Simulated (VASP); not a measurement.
# HfO2: single point with LDA

The system is HfO2.

```
CELL_PARAMETERS angstrom
0.00000 2.52918 2.52918
2.52918 0.00000 2.52918
2.52918 2.52918 0.00000
ATOMIC_POSITIONS crystal
Hf 0.00000 0.00000 0.00000
O 0.25000 0.25000 0.25000
O 0.75000 0.75000 0.75000
```

* Program: VASP 6.6.1
* Task: single point
* Functional: LDA
* Potentials or basis: VASP PAW LDA potentials, release 64 (Hf_pv, O)
* Cutoff: 600 eV
* k mesh: 4 × 4 × 4
* Occupations: gaussian, width 0.01 eV
* Spin: no spin polarisation

| Item | Value |
| --- | --- |
| Pressure | -12.3 GPa |
| Band gap on the k mesh | 3.61 eV, direct |

Levels at points of the mesh, in eV from the valence-band top:
```
           k point  band 7  band 8  band 9  band 10  band 11  band 12  band 13  band 14  band 15  band 16
(0.00, 0.00, 0.00)   -5.45   -5.45   -0.62    -0.62    -0.62     3.70     3.70     5.75    10.45    10.45
(0.50, 0.00, 0.00)   -4.41   -3.08   -2.77    -1.85    -1.85     4.45     4.45     7.00     8.82     9.39
(0.50, 0.50, 0.00)   -3.50   -3.50   -1.56    -1.56     0.00     3.61     5.36     6.65     8.14     8.14
```

Run time: 4.3 s on 1 thread of Intel(R) Xeon(R) 6975P-C (Granite Rapids), on a shared host, peak memory 0.14 GiB.

Caveat: the k points lie up to 0.54 Å⁻¹ apart; spin-orbit coupling is left out, which moves the levels of the heavy elements. A k mesh can miss the band edges.
